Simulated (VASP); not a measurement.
# C (Fd-3m) in VASP: single point with LDA

Aim: the single point of C with LDA.

Everything below comes from runs of VASP 6.6.1. Logs are shortened: lines on timing, memory, paths and dates and some standing lists are left out, and cuts for length are marked.

## 1. The cell of the first run

The structure is cubic, space group Fd-3m (No. 227). Conventional cell: a = 3.532 Å, b = 3.532 Å, c = 3.532 Å, α = 90.00°, β = 90.00°, γ = 90.00°. Within 2.0 Å of C (site symmetry -43m) lie 4 C at 1.53 Å.

## 2. Single point, LDA, non-collinear spin, zero start, spin-orbit coupling

Contents of INCAR:

```
PREC     = Accurate       # precision mode
ENCUT    = 600            # plane-wave cutoff, eV
EDIFF    = 1E-6           # SCF threshold, eV
ISMEAR   = -1             # smearing method
SIGMA    = 0.05           # smearing width, eV
LREAL    = F              # projectors in reciprocal space
LASPH    = T              # aspherical terms in the spheres
NELM     = 200            # most SCF steps
ALGO     = Normal         # electronic algorithm
ISIF     = 2              # what is computed and relaxed
LWAVE    = F              # write WAVECAR
LCHARG   = F              # write CHGCAR
MAGMOM   = 0 0 0 0 0 0    # initial moments
LORBIT   = 11             # projections on sites
LSORBIT  = T              # spin-orbit coupling
GGA_COMPAT= F            
LORBMOM  = T            
NBANDS   = 20             # bands
```

Contents of KPOINTS:

```
regular mesh
0
Gamma
  11 11 11
```

Contents of POSCAR:

```
C
1.0
    0.0000000000      1.7658874545      1.7658874545
    1.7658874545      0.0000000000      1.7658874545
    1.7658874545      1.7658874545      0.0000000000
C
2
Direct
    0.5000000000      0.5000000000      0.5000000000
    0.7500000000      0.7500000000      0.7500000000
```

Potentials or basis: VASP PAW LDA potentials, release 64 (C).

The run is started by

```console
> cat potpaw_LDA.64/C/POTCAR > POTCAR
> mpirun -np 1 vasp_ncl > vasp.out
```

OUTCAR:

```text
PREC = Accurate
   ENCUT = 600
   EDIFF = 1E-6
   ISMEAR = -1
   LREAL = F
   LASPH = T
   NELM = 200
   ISIF = 2
   LORBIT = 11
   LSORBIT = T

 ion  position               nearest neighbor table
   1  0.500  0.500  0.500-   2 1.53   2 1.53   2 1.53   2 1.53
   2  0.750  0.750  0.750-   1 1.53   1 1.53   1 1.53   1 1.53

  LATTYP: Found a face centered cubic cell.
 ALAT       =     3.5317749090

  Lattice vectors:

 A1 = (   0.0000000000,   1.7658874545,   1.7658874545)
 A2 = (   1.7658874545,   0.0000000000,   1.7658874545)
 A3 = (   1.7658874545,   1.7658874545,   0.0000000000)

Analysis of symmetry for initial positions (statically):
=====================================================================
 Subroutine PRICEL returns:
 Original cell was already a primitive cell.

 Routine SETGRP: Setting up the symmetry group for a
 face centered cubic supercell.

 Subroutine GETGRP returns: Found 48 space group operations
 (whereof 24 operations were pure point group operations)
 out of a pool of 48 trial point group operations.

The static configuration has the point symmetry T_d .
 The point group associated with its full space group is O_h .

Analysis of symmetry for dynamics (positions and initial velocities):
=====================================================================
 Subroutine PRICEL returns:
 Original cell was already a primitive cell.

 Routine SETGRP: Setting up the symmetry group for a
 face centered cubic supercell.

 Subroutine GETGRP returns: Found 48 space group operations
 (whereof 24 operations were pure point group operations)
 out of a pool of 48 trial point group operations.

The dynamic configuration has the point symmetry T_d .
 The point group associated with its full space group is O_h .

Analysis of structural, dynamic, and magnetic symmetry:
=====================================================================
 Subroutine PRICEL returns:
 Original cell was already a primitive cell.

 Routine SETGRP: Setting up the symmetry group for a
 face centered cubic supercell.

 Subroutine GETGRP returns: Found 48 space group operations
 (whereof 24 operations were pure point group operations)
 out of a pool of 48 trial point group operations.

The overall configuration has the point symmetry T_d .
 The point group associated with its full space group is O_h .

 Subroutine INISYM returns: Found 48 space group operations
 (whereof 24 operations are pure point group operations),
 and found     1 'primitive' translations

----------------------------------------------------------------------------------------

                                     Primitive cell

  volume of cell :      11.0133

  direct lattice vectors                    reciprocal lattice vectors
     0.000000000  1.765887455  1.765887455    -0.283143752  0.283143752  0.283143752
     1.765887455  0.000000000  1.765887455     0.283143752 -0.283143752  0.283143752
     1.765887455  1.765887455  0.000000000     0.283143752  0.283143752 -0.283143752

  length of vectors
     2.497341988  2.497341988  2.497341988     0.490419365  0.490419365  0.490419365

  position of ions in fractional coordinates (direct lattice)
     0.500000000  0.500000000  0.500000000
     0.750000000  0.750000000  0.750000000

  ion indices of the primitive-cell ions
   primitive index   ion index
                 1           1
                 2           2

----------------------------------------------------------------------------------------

 KPOINTS: regular mesh

Automatic generation of k-mesh.
 Grid dimensions read from file:
 generate k-points for:   11   11   11

 Generating k-lattice:

[... 86 lines left out ...]
   GGA     = CA    functional components
   LHFCALC =     F    Hartree Fock is set to
   AEXX    =    0.0000 exact exchange contribution
   IVDW    =     0    specifies the selected vdW correction
   LEPSILON=     F    determine dielectric tensor
   LRPA    =     F    only Hartree local field effects (RPA)
  energy-cutoff  :      600.00
  volume of cell :       11.01
 maximum number of plane-waves:       752
   NGX =  9   NGY =  9   NGZ =  9

 number of electron       8.0000000 magnetization       0.0000000      0.0000000      0.0000000

 number of electron       7.9999998 magnetization      -0.0000000      0.0000000     -0.0000000

 number of electron       7.9999998 magnetization      -0.0000000      0.0000000      0.0000000

 Free energy of the ion-electron system (eV)
  ---------------------------------------------------
  ext. energy  EPLUGINS =         0.00000000
  ---------------------------------------------------
  free energy    TOTEN  =       -20.25207737 eV

  energy without entropy =      -20.25207737  energy(sigma->0) =      -20.25207737

 E-fermi :  11.1776     XC(G=0): -13.6430

 val. band max:       10.1639050617   @ k =   0.0000   0.0000   0.0000
 cond. band min:      14.3278708343   @ k =   0.3636   0.3636   0.0000
 fundamental gap:      4.1639657727
 Fermi energy:        11.1775899289

 k-point     1 :       0.0000    0.0000    0.0000
  band No.  band energies     occupation
      1     -11.5564      1.00000
      2     -11.5564      1.00000
      3      10.1500      1.00000
      4      10.1500      1.00000
      5      10.1639      1.00000
      6      10.1639      1.00000
[... 541 lines left out ...]
     19      31.2933      0.00000
     20      31.2933      0.00000

 [... further k-points ...]
[... 5 lines left out ...]
  --------------------------------------------------------------------------------------
  -------------------------------------------------------------------------------------
  Total        0.0555272      0.0555272      0.0555272     -0.0000000      0.0000000     -0.0000000
  in kB        8.0778792      8.0778792      8.0778792     -0.0000000      0.0000000     -0.0000000
  external PRESSURE =       8.0778792 kB  Pullay stress =       0.0000000 kB

 VOLUME and BASIS-vectors are now :
 -----------------------------------------------------------------------------
  energy-cutoff  :      600.00
  volume of cell :       11.01
      direct lattice vectors                 reciprocal lattice vectors
     0.000000000  1.765887455  1.765887455    -0.283143752  0.283143752  0.283143752
     1.765887455  0.000000000  1.765887455     0.283143752 -0.283143752  0.283143752
     1.765887455  1.765887455  0.000000000     0.283143752  0.283143752 -0.283143752

 POSITION                                       TOTAL-FORCE (eV/Angst)
 -----------------------------------------------------------------------------------
      1.76589      1.76589      1.76589         0.000000      0.000000     -0.000000
      2.64883      2.64883      2.64883        -0.000000     -0.000000      0.000000
 -----------------------------------------------------------------------------------
    total drift:                                0.000000     -0.000000     -0.000000

  FREE ENERGIE OF THE ION-ELECTRON SYSTEM (eV)
  ---------------------------------------------------
  free  energy   TOTEN  =       -20.2520773710 eV

  energy  without entropy=      -20.2520773710  energy(sigma->0) =      -20.25207737

 orbital moment (x)

 # of ion     p       tot
 --------------------------------
  1         0.000   0.000
  2         0.000   0.000
 --------------------------------
            0.000   0.000

 orbital moment (y)

 # of ion     p       tot
 --------------------------------
  1         0.000   0.000
  2         0.000   0.000
 --------------------------------
            0.000   0.000

 orbital moment (z)

 # of ion     p       tot
 --------------------------------
  1         0.000   0.000
  2        -0.000  -0.000
 --------------------------------
           -0.000  -0.000

 Spin-Orbit-Coupling matrix elements

 Ion:    1  E_soc:     -0.0000138
 l=   1
     0.0000000    -0.0000023    -0.0000023
    -0.0000023     0.0000000    -0.0000023
    -0.0000023    -0.0000023     0.0000000
 l=   2
     0.0000000     0.0000000     0.0000000     0.0000000     0.0000000
     0.0000000     0.0000000     0.0000000     0.0000000     0.0000000
     0.0000000     0.0000000     0.0000000     0.0000000     0.0000000
     0.0000000     0.0000000     0.0000000     0.0000000     0.0000000
     0.0000000     0.0000000     0.0000000     0.0000000     0.0000000
 l=   3
     0.0000000     0.0000000     0.0000000     0.0000000     0.0000000     0.0000000     0.0000000
     0.0000000     0.0000000     0.0000000     0.0000000     0.0000000     0.0000000     0.0000000
     0.0000000     0.0000000     0.0000000     0.0000000     0.0000000     0.0000000     0.0000000
     0.0000000     0.0000000     0.0000000     0.0000000     0.0000000     0.0000000     0.0000000
     0.0000000     0.0000000     0.0000000     0.0000000     0.0000000     0.0000000     0.0000000
     0.0000000     0.0000000     0.0000000     0.0000000     0.0000000     0.0000000     0.0000000
     0.0000000     0.0000000     0.0000000     0.0000000     0.0000000     0.0000000     0.0000000

 Ion:    2  E_soc:     -0.0000138
 l=   1
     0.0000000    -0.0000023    -0.0000023
    -0.0000023     0.0000000    -0.0000023
    -0.0000023    -0.0000023     0.0000000
 l=   2
     0.0000000     0.0000000     0.0000000     0.0000000     0.0000000
     0.0000000     0.0000000     0.0000000     0.0000000     0.0000000
     0.0000000     0.0000000     0.0000000     0.0000000     0.0000000
     0.0000000     0.0000000     0.0000000     0.0000000     0.0000000
     0.0000000     0.0000000     0.0000000     0.0000000     0.0000000
 l=   3
     0.0000000     0.0000000     0.0000000     0.0000000     0.0000000     0.0000000     0.0000000
     0.0000000     0.0000000     0.0000000     0.0000000     0.0000000     0.0000000     0.0000000
     0.0000000     0.0000000     0.0000000     0.0000000     0.0000000     0.0000000     0.0000000
     0.0000000     0.0000000     0.0000000     0.0000000     0.0000000     0.0000000     0.0000000
     0.0000000     0.0000000     0.0000000     0.0000000     0.0000000     0.0000000     0.0000000
     0.0000000     0.0000000     0.0000000     0.0000000     0.0000000     0.0000000     0.0000000
     0.0000000     0.0000000     0.0000000     0.0000000     0.0000000     0.0000000     0.0000000

 total charge

# of ion       s       p       d       tot
------------------------------------------
    1        0.822   1.786   0.000   2.607
    2        0.822   1.786   0.000   2.607
--------------------------------------------------
tot          1.644   3.571   0.000   5.215

 magnetization (x)

# of ion       s       p       d       tot
------------------------------------------
    1       -0.000  -0.000   0.000  -0.000
    2       -0.000  -0.000   0.000  -0.000
--------------------------------------------------
tot         -0.000  -0.000   0.000  -0.000

 magnetization (y)

# of ion       s       p       d       tot
------------------------------------------
    1        0.000  -0.000   0.000  -0.000
    2        0.000  -0.000   0.000  -0.000
--------------------------------------------------
tot          0.000  -0.000   0.000  -0.000

 magnetization (z)

# of ion       s       p       d       tot
------------------------------------------
    1        0.000  -0.000   0.000   0.000
    2        0.000   0.000   0.000   0.000
--------------------------------------------------
tot          0.000   0.000   0.000   0.000
```

Wall time 22 s (1 thread of Intel Xeon Platinum 8259CL at 2.50GHz (Skylake/Cascade Lake), shared host); peak memory 0.15 GiB.

What came out:

```yaml
Free_energy: -20.2521 eV
Pressure: 0.8 GPa
Net_moment: 0.00 μB per cell
Valence_electrons_inside_the_program's_atomic_spheres: C 2.61
```

Moments on the atoms (μB; x, y, z):
```
C   0.00 0.00 0.00
C   0.00 0.00 0.00
```
